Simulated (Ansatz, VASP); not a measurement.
# LiTaO2: VASP beside Ansatz

```
CELL_PARAMETERS angstrom
3.39144 0.00000 0.00000
-1.69572 2.93708 0.00000
0.00000 0.00000 5.09444
ATOMIC_POSITIONS crystal
Li 0.00000 0.00000 0.00000
Ta 0.00000 0.00000 0.50000
O 0.33333 0.66667 0.00000
O 0.66667 0.33333 0.00000
```

Alike in both runs: functional PBE; k mesh 6 × 6 × 4; occupations gaussian, width 0.1 eV; collinear spin.

Ansatz relaxed the structure, and its values are those at the end. VASP's run is a single point on that final structure, the one shown.

```csv
,VASP,Ansatz
version,VASP 6.6.1,Ansatz 0.2.0
potentials or method,"VASP PAW PBE potentials, release 64 (Li_sv, Ta_pv, O), cutoff 520 eV","scalar-relativistic, plane waves, PAW"
valence electrons in the cell,26,28
```

|  | VASP | Ansatz | Ansatz less VASP |
| --- | --- | --- | --- |
| gap on the k mesh at the Fermi level (eV) | none | none | - |
| net moment per atom (μB) | 0.11 | 0.38 | +0.267 |
| size of the moment on the site where the two differ most (μB) | 0.21 | 0.87 | +0.659 |

The net moments are unlike, so the other rows may belong to different states. Site moments also hang on the region over which each program counts them. A gap of «none» marks a metal or a gap that the smearing closes. VASP's potentials hold 26 valence electrons a cell and Ansatz's 28, so a difference there can come from the potentials and not from the codes.

Spin-orbit coupling is off throughout. Noted on VASP's run: the cutoff is short for stress, so the pressure is rough.
